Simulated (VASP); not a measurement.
Crystal: Ge.

```xyz
1
Lattice="-1.6810 1.6810 1.6810 1.6810 -1.6810 1.6810 1.6810 1.6810 -1.6810" Properties=species:S:1:pos:R:3 pbc="T T T"
Ge    0.0000    0.0000    0.0000
```

This isn't the form of Ge at room conditions, which is diamond.

```yaml
Program: VASP 6.6.1
Task: relaxation of cell and atoms
Functional: LDA
Potentials_or_basis: VASP PAW LDA potentials, release 64 (Ge_d)
Cutoff: 600 eV
k_mesh: 19 × 19 × 19
Occupations: fermi-dirac, width 0.08 eV
Spin: no spin polarisation
```

At the start: pressure -4.0 GPa; volume 19.00 Å³/atom.

How do energy, volume and symmetry change on relaxing?

Over 3 steps the energy falls by 15.0 meV/atom and the volume is 17.87 Å³/atom (-6.0 %); space group Im-3m (No. 229, to 0.1 Å) before and after.

The path:
```csv
step,energy change (eV),largest force (eV/Å),pressure (GPa),volume (Å³)
1,0.0000,0.0000,-4.05,19.00
2,-0.0146,0.0000,0.64,17.71
3,-0.0150,0.0000,-0.02,17.87
```

Final structure:
```
Ge
1.0
    -1.64684    1.64684    1.64684
     1.64684   -1.64684    1.64684
     1.64684    1.64684   -1.64684
Ge
1
Direct
  0.00000 0.00000 0.00000
```
